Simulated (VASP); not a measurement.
Cu:

```xyz
1
Lattice="-1.4331 1.4331 1.3668 1.4331 -1.4331 1.3668 1.4331 1.4331 -1.3668" Properties=species:S:1:pos:R:3 pbc="T T T"
Cu    0.0000    0.0000    0.0000
```

This cell differs from its parent crystal: volume scaled by 0.98.

Base run:

* Program: VASP 6.6.1
* Functional: LDA
* Potentials or basis: VASP PAW LDA potentials, release 64 (Cu)
* Cutoff: 520 eV
* k mesh: 13 × 13 × 13
* Occupations: fermi-dirac, width 0.05 eV
* Spin: no spin polarisation

Its results: pressure -3.8 GPa.

**Question.** The run is repeated on the same cell with these changes: potentials or basis from VASP PAW LDA potentials, release 64 (Cu) to VASP PAW LDA potentials, release 64 (Cu_sv_GW); cutoff from 520 eV to 700 eV; further incar settings from ALGO = Normal; EDIFF = 1e-07; NBANDS = 12 to ALGO = Normal; EDIFF = 1e-06; NBANDS = 16; valence electrons from 11 to 19. What comes out?

**Answer.** Pressure -8.6 GPa.
